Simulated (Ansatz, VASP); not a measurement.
# Y3Ge6S in VASP and in Ansatz

```
Y Ge S
1.0
     0.00000    4.87088    4.87088
     4.87088    0.00000    4.87088
     4.87088    4.87088    0.00000
Y Ge S
3 6 1
Direct
  0.50000 0.50000 0.50000
  0.25000 0.25000 0.25000
  0.75000 0.75000 0.75000
  0.74794 0.25206 0.25206
  0.25206 0.74794 0.74794
  0.25206 0.74794 0.25206
  0.74794 0.25206 0.74794
  0.25206 0.25206 0.74794
  0.74794 0.74794 0.25206
  0.00000 0.00000 0.00000
```

Alike in both runs: task relaxation of cell and atoms; functional PBE; k mesh 4 × 4 × 4; occupations gaussian, width 0.1 eV; no spin polarisation.

```csv
,VASP,Ansatz
version,VASP 6.6.1,Ansatz 0.2.0
potentials or method,"VASP PAW PBE potentials, release 64 (Y_sv, Ge_d, S), cutoff 600 eV","scalar-relativistic, plane waves, PAW"
valence electrons in the cell,123,123
```

Ansatz gave:

- gap on the k mesh at the Fermi level, each at its own relaxed structure (eV): none
- relaxed volume (Å³/atom): 24.84
- relaxed length of the cell vector where the two differ most in proportion (Å): 7.056

Which values does VASP return?

gap on the k mesh at the Fermi level, each at its own relaxed structure (eV): none; relaxed volume (Å³/atom): 24.86; relaxed length of the cell vector where the two differ most in proportion (Å): 7.058.

A gap of «none» marks a metal or a gap that the smearing closes.
